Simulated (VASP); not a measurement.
Input of a VASP 6.6.1 run:

INCAR

```
SYSTEM = Al
PREC     = Accurate       ! precision mode
ENCUT    = 520            ! plane-wave cutoff, eV
EDIFF    = 1E-6           ! SCF threshold, eV
ISMEAR   = -1             ! smearing method
SIGMA    = 0.05           ! smearing width, eV
LREAL    = .FALSE.        ! projectors in reciprocal space
LASPH    = .TRUE.         ! aspherical terms in the spheres
NELM     = 100            ! most SCF steps
ALGO     = Normal         ! electronic algorithm
ISIF     = 2              ! what is computed and relaxed
LWAVE    = .FALSE.        ! write WAVECAR
LCHARG   = .TRUE.         ! write CHGCAR
LELF     = .TRUE.         ! ELF
LVHAR    = .TRUE.       
NBANDS   = 8              ! bands
```

Contents of KPOINTS:

```
Automatic mesh
0
G
  12 12 12
  0 0 0
```

File POSCAR:

```
Al
1.0
   -1.6017568692      1.6017568692      1.6017568692
    1.6017568692     -1.6017568692      1.6017568692
    1.6017568692      1.6017568692     -1.6017568692
Al
1
Direct
    0.0000000000      0.0000000000      0.0000000000
```

Potentials or basis: VASP PAW LDA potentials, release 64 (Al).

Run with:

```console
$ cat potpaw_LDA.64/Al/POTCAR > POTCAR
$ mpirun -np 1 vasp_std > vasp.out
```

Problem. Estimate the pressure.

Solution. -0.9 GPa.
